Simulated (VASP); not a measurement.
# MgRh (Pm-3m) in VASP: single point with LDA

Aim: the single point of MgRh with LDA.

All numbers are computed with VASP 6.6.1; they aren't measurements. Logs are shortened: lines on timing, memory, paths and dates and some standing lists are left out, and cuts for length are marked.

## Step 1: The cell of the first run

Symmetry: Pm-3m, No. 221, cubic system. Conventional cell: a = 3.099 Å, b = 3.099 Å, c = 3.099 Å, α = 90.00°, β = 90.00°, γ = 90.00°. Within 3.5 Å of Mg (site symmetry m-3m) lie 8 Rh at 2.68 Å and 6 Mg at 3.10 Å. Within 3.5 Å of Rh (site symmetry m-3m) lie 8 Mg at 2.68 Å and 6 Rh at 3.10 Å.

## Step 2: Single point, LDA

INCAR reads:

```
PREC = Accurate
ENCUT = 520
EDIFF = 1E-6
ISMEAR = 0
SIGMA = 0.15
LREAL = F
LASPH = T
NELM = 60
ALGO = Normal
ISIF = 2
LWAVE = F
LCHARG = T
GGA = CA
LELF = T
LVHAR = T
NBANDS = 16
```

KPOINTS reads:

```
Automatic mesh
0
Gamma
  16 16 16
```

POSCAR reads:

```
MgRh
1.0
    3.0992000000      0.0000000000      0.0000000000
    0.0000000000      3.0992000000      0.0000000000
    0.0000000000      0.0000000000      3.0992000000
Mg Rh
1 1
Direct
    0.0000000000      0.0000000000      0.0000000000
    0.5000000000      0.5000000000      0.5000000000
```

Potentials or basis: VASP PAW LDA potentials, release 64 (Mg, Rh_pv).

On the command line:

```bash
$ cat potpaw_LDA.64/Mg/POTCAR potpaw_LDA.64/Rh_pv/POTCAR > POTCAR
$ mpirun -np 1 vasp_std > vasp.out
```

OUTCAR:

```text
PREC = Accurate
   ENCUT = 520
   EDIFF = 1E-6
   ISMEAR = 0
   LREAL = F
   LASPH = T
   NELM = 60
   ISIF = 2
   GGA = CA

 ion  position               nearest neighbor table
   1  0.000  0.000  0.000-   2 2.68   2 2.68   2 2.68   2 2.68   2 2.68   2 2.68   2 2.68   2 2.68

   2  0.500  0.500  0.500-   1 2.68   1 2.68   1 2.68   1 2.68   1 2.68   1 2.68   1 2.68   1 2.68

  LATTYP: Found a simple cubic cell.
 ALAT       =     3.0992000000

  Lattice vectors:

 A1 = (   3.0992000000,   0.0000000000,   0.0000000000)
 A2 = (   0.0000000000,   3.0992000000,   0.0000000000)
 A3 = (   0.0000000000,   0.0000000000,   3.0992000000)

Analysis of symmetry for initial positions (statically):
=====================================================================
 Subroutine PRICEL returns:
 Original cell was already a primitive cell.

 Routine SETGRP: Setting up the symmetry group for a
 simple cubic supercell.

 Subroutine GETGRP returns: Found 48 space group operations
 (whereof 48 operations were pure point group operations)
 out of a pool of 48 trial point group operations.

The static configuration has the point symmetry O_h .

Analysis of symmetry for dynamics (positions and initial velocities):
=====================================================================
 Subroutine PRICEL returns:
 Original cell was already a primitive cell.

 Routine SETGRP: Setting up the symmetry group for a
 simple cubic supercell.

 Subroutine GETGRP returns: Found 48 space group operations
 (whereof 48 operations were pure point group operations)
 out of a pool of 48 trial point group operations.

The dynamic configuration has the point symmetry O_h .

 Subroutine INISYM returns: Found 48 space group operations
 (whereof 48 operations are pure point group operations),
 and found     1 'primitive' translations

----------------------------------------------------------------------------------------

                                     Primitive cell

  volume of cell :      29.7679

  direct lattice vectors                    reciprocal lattice vectors
     3.099200000  0.000000000  0.000000000     0.322663913  0.000000000  0.000000000
     0.000000000  3.099200000  0.000000000     0.000000000  0.322663913  0.000000000
     0.000000000  0.000000000  3.099200000     0.000000000  0.000000000  0.322663913

  length of vectors
     3.099200000  3.099200000  3.099200000     0.322663913  0.322663913  0.322663913

  position of ions in fractional coordinates (direct lattice)
     0.000000000  0.000000000  0.000000000
     0.500000000  0.500000000  0.500000000

  ion indices of the primitive-cell ions
   primitive index   ion index
                 1           1
                 2           2

----------------------------------------------------------------------------------------

 KPOINTS: Automatic mesh

Automatic generation of k-mesh.
 Grid dimensions read from file:
 generate k-points for:   16   16   16

 Generating k-lattice:

  Cartesian coordinates                     Fractional coordinates (reciprocal lattice)
     0.020166495  0.000000000  0.000000000     0.062500000  0.000000000  0.000000000
     0.000000000  0.020166495  0.000000000     0.000000000  0.062500000  0.000000000
     0.000000000  0.000000000  0.020166495     0.000000000  0.000000000  0.062500000

  Length of vectors
     0.020166495  0.020166495  0.020166495

  Shift w.r.t. Gamma in fractional coordinates (k-lattice)
     0.000000000  0.000000000  0.000000000

 Subroutine IBZKPT returns following result:
 ===========================================

 Found    165 irreducible k-points:

 Following reciprocal coordinates:
            Coordinates               Weight
  0.000000  0.000000  0.000000      1.000000
  0.062500  0.000000  0.000000      6.000000
  0.125000  0.000000  0.000000      6.000000
  0.187500  0.000000  0.000000      6.000000
  0.250000  0.000000  0.000000      6.000000
  0.312500  0.000000  0.000000      6.000000
[... 16 lines left out ...]
  0.437500  0.125000  0.000000     24.000000
  0.500000  0.125000  0.000000     12.000000
 [... further k-points ...]
   k-points           NKPTS =    165   k-points in BZ     NKDIM =    165   number of bands    NBANDS=     16
   number of dos      NEDOS =    301   number of ions     NIONS =      2
   total plane-waves  NPLWV =  13824
   dimension x,y,z NGX =    24 NGY =   24 NGZ =   24
   dimension x,y,z NGXF=    48 NGYF=   48 NGZF=   48
   ions per type =               1   1
   NGX,Y,Z   is equivalent  to a cutoff of  12.87, 12.87, 12.87 a.u.
   NGXF,Y,Z  is equivalent  to a cutoff of  25.75, 25.75, 25.75 a.u.
 SYSTEM =  unknown system
   PREC   = accura    normal or accurate (medium, high low for compatibility)
   ISTART =      0    job   : 0-new  1-cont  2-samecut
   ICHARG =      2    charge: 1-file 2-atom 10-const
   ISPIN  =      1    spin polarized calculation?
   LNONCOLLINEAR =      F non collinear calculations
   LSORBIT =      F    spin-orbit coupling
   LASPH  =      T    aspherical Exc in radial PAW
   ENCUT  =  520.0 eV  38.22 Ry    6.18 a.u.   5.76  5.76  5.76*2*pi/ulx,y,z
   NELM   =     60;   NELMIN=  2; NELMDL= -5     # of ELM steps
   EDIFF  = 0.1E-05   stopping-criterion for ELM
   LREAL  =      F    real-space projection
   EDIFFG = 0.1E-04   stopping-criterion for IOM
   NSW    =      0    number of steps for IOM
   IBRION =     -1    ionic relax: 0-MD 1-quasi-New 2-CG
   NFREE  =      0    steps in history (QN), initial steepest desc. (CG)
   ISIF   =      2    stress and relaxation
   ISYM   =      2    0-nonsym 1-usesym 2-fastsym
   POTIM  = 0.5000    time-step for ionic-motion
   TEBEG  =    0.0;   TEEND  =   0.0 temperature during run
   PSTRESS=    0.0 pullay stress
   NELECT =      17.0000    total number of electrons
   NUPDOWN=      -1.0000    fix difference up-down
   EMIN   =  10.00;   EMAX   =-10.00  energy-range for DOS
   EFERMI =   0.00;   METHOD = LEGACY
   ISMEAR =     0;   SIGMA  =   0.15  broadening in eV -4-tet -1-fermi 0-gaus
   EFERMI_NEDOS =   21; number of points for ismear=-14 and -15
   IALGO  =     38    algorithm
   IMIX   =      4    mixing-type and parameters
     AMIX     =   0.40;   BMIX     =  1.00
     AMIX_MAG =   1.60;   BMIX_MAG =  1.00
  volume/ion in A,a.u.               =      14.88       100.44
  Fermi-wavevector in a.u.,A,eV,Ry     =   1.358235  2.566692 25.100054  1.844802
  Thomas-Fermi vector in A             =   2.485085
   LORBIT       =      0    0 simple, 1 ext, 2 COOP (PROOUT), +10 PAW based schemes
   GGA     = CA    functional components
   LHFCALC =     F    Hartree Fock is set to
   AEXX    =    0.0000 exact exchange contribution
   IVDW    =     0    specifies the selected vdW correction
   LEPSILON=     F    determine dielectric tensor
   LRPA    =     F    only Hartree local field effects (RPA)
 non-spin polarized calculation
 Gauss-broadening in eV      SIGMA  =   0.15
  energy-cutoff  :      520.00
  volume of cell :       29.77
 maximum number of plane-waves:       840
 NGX is ok and might be reduce to    24
   NGX = 11   NGY = 11   NGZ = 11

 number of electron      17.0000011 magnetization

 Free energy of the ion-electron system (eV)
  ---------------------------------------------------
  ext. energy  EPLUGINS =         0.00000000
  ---------------------------------------------------
  free energy    TOTEN  =       -11.48113508 eV

  energy without entropy =      -11.46543536  energy(sigma->0) =      -11.47328522

 E-fermi :   6.4998     XC(G=0): -11.9856

 val. band max:        6.4752125986   @ k =   0.4375   0.3750   0.0000
 cond. band min:       6.4999418639   @ k =   0.4375   0.4375   0.3750
 fundamental gap:      0.0247292653
 Fermi energy:         6.4997514858

 k-point     1 :       0.0000    0.0000    0.0000
  band No.  band energies     occupation
      1     -38.4476      2.00000
      2     -38.4476      2.00000
      3     -38.4476      2.00000
      4      -0.4937      2.00000
      5       3.5931      2.00000
      6       3.5931      2.00000
[... 8 lines left out ...]
     15      23.1027      0.00000
     16      26.8920      0.00000

 k-point     2 :       0.0625    0.0000    0.0000
  band No.  band energies     occupation
      1     -38.4512      2.00000
      2     -38.4473      2.00000
      3     -38.4473      2.00000
      4      -0.4244      2.00000
      5       3.6104      2.00000
      6       3.6257      2.00000
[... 8 lines left out ...]
     15      23.3276      0.00000
     16      26.6505      0.00000

 k-point     3 :       0.1250    0.0000    0.0000
  band No.  band energies     occupation
      1     -38.4615      2.00000
      2     -38.4466      2.00000
      3     -38.4466      2.00000
      4      -0.2194      2.00000
      5       3.6602      2.00000
      6       3.7179      2.00000
[... 8 lines left out ...]
     15      24.0216      0.00000
     16      26.0062      0.00000

 k-point     4 :       0.1875    0.0000    0.0000
  band No.  band energies     occupation
      1     -38.4768      2.00000
      2     -38.4454      2.00000
      3     -38.4454      2.00000
      4       0.1120      2.00000
      5       3.7364      2.00000
      6       3.8515      2.00000
[... 8 lines left out ...]
     15      25.1408      0.00000
     16      25.1668      0.00000
[... 324 lines left out ...]
 k-point    22 :       0.3750    0.1250    0.0000
  band No.  band energies     occupation
      1     -38.5265      2.00000
      2     -38.4549      2.00000
      3     -38.4403      2.00000
      4       1.8690      2.00000
      5       3.9691      2.00000
      6       4.1936      2.00000
[... 8 lines left out ...]
     15      22.4356      0.00000
     16      22.8117      0.00000

 k-point    23 :       0.4375    0.1250    0.0000
  band No.  band energies     occupation
      1     -38.5366      2.00000
      2     -38.4541      2.00000
      3     -38.4395      2.00000
      4       2.3752      2.00000
      5       3.7814      2.00000
      6       4.2125      2.00000
[... 8 lines left out ...]
     15      21.7377      0.00000
     16      23.2942      0.00000

 k-point    24 :       0.5000    0.1250    0.0000
  band No.  band energies     occupation
      1     -38.5402      2.00000
      2     -38.4538      2.00000
      3     -38.4392      2.00000
      4       2.6288      2.00000
      5       3.6308      2.00000
      6       4.2261      2.00000
[... 8 lines left out ...]
     15      21.4394      0.00000
     16      23.5703      0.00000

 [... further k-points ...]
[... 5 lines left out ...]
  --------------------------------------------------------------------------------------
  -------------------------------------------------------------------------------------
  Total       -1.2308498     -1.2308498     -1.2308498      0.0000000      0.0000000     -0.0000000
  in kB      -66.2470947    -66.2470947    -66.2470947      0.0000000      0.0000000     -0.0000000
  external PRESSURE =     -66.2470947 kB  Pullay stress =       0.0000000 kB

 VOLUME and BASIS-vectors are now :
 -----------------------------------------------------------------------------
  energy-cutoff  :      520.00
  volume of cell :       29.77
      direct lattice vectors                 reciprocal lattice vectors
     3.099200000  0.000000000  0.000000000     0.322663913  0.000000000  0.000000000
     0.000000000  3.099200000  0.000000000     0.000000000  0.322663913  0.000000000
     0.000000000  0.000000000  3.099200000     0.000000000  0.000000000  0.322663913

 POSITION                                       TOTAL-FORCE (eV/Angst)
 -----------------------------------------------------------------------------------
      0.00000      0.00000      0.00000         0.000000      0.000000      0.000000
      1.54960      1.54960      1.54960         0.000000      0.000000      0.000000
 -----------------------------------------------------------------------------------
    total drift:                                0.000000     -0.000000     -0.000000

  FREE ENERGIE OF THE ION-ELECTRON SYSTEM (eV)
  ---------------------------------------------------
  free  energy   TOTEN  =       -11.4811350846 eV

  energy  without entropy=      -11.4654353628  energy(sigma->0) =      -11.47328522
```

Wall time 21 s (1 thread of Intel Xeon Platinum 8488C (Sapphire Rapids), shared host); peak memory 0.19 GiB.

What came out:

| Item | Value |
| --- | --- |
| Free energy | -11.4811 eV |
| Pressure | -6.6 GPa |
